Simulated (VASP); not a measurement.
A run of VASP 6.6.1 is set up as follows.

File INCAR:

```
PREC     = Accurate       # precision mode
ENCUT    = 520            # plane-wave cutoff, eV
EDIFF    = 1E-6           # SCF threshold, eV
ISMEAR   = 0              # smearing method
SIGMA    = 0.05           # smearing width, eV
LREAL    = False          # projectors in reciprocal space
LASPH    = True           # aspherical terms in the spheres
NELM     = 100            # most SCF steps
ALGO     = Normal         # electronic algorithm
ISIF     = 2              # what is computed and relaxed
LWAVE    = False          # write WAVECAR
LCHARG   = False          # write CHGCAR
GGA      = PE             # functional
NBANDS   = 26             # bands
```

File KPOINTS:

```
regular mesh
0
Gamma
  12 12 4
```

Contents of POSCAR:

```
C
1.0
    2.4760125462      0.0000000000      0.0000000000
   -1.2380062731      2.1442897651      0.0000000000
    0.0000000000      0.0000000000      8.1660035800
C
8
Direct
   -0.0082542016     -0.0165084032      0.0929732494
   -0.0082542016     -0.0165084032      0.5929732494
   -0.0082542016     -0.0165084032      0.4070267506
   -0.0082542016     -0.0165084032      0.9070267506
    0.3415875349      0.6831750699      0.1555299995
    0.6749208683      0.3498417365      0.6555299995
    0.3415875349      0.6831750699      0.3444700005
    0.6749208683      0.3498417365      0.8444700005
```

Potentials or basis: VASP PAW PBE potentials, release 64 (C).

Command:

```bash
$ cat potpaw_PBE.64/C/POTCAR > POTCAR
$ mpirun -np 1 vasp_std > vasp.out
```

(1) Predict the largest force.

(2) Estimate the band gap on the k mesh.

## Answers

(1) 2.759 eV/Å.

(2) 4.02 eV (least direct gap 4.55 eV).

Caveat: the cell differs from its parent crystal (atoms displaced along a vibrational mode, the cell strained); forces of over 1 eV/Å act on the atoms, so gaps and moduli don't describe the material at rest.
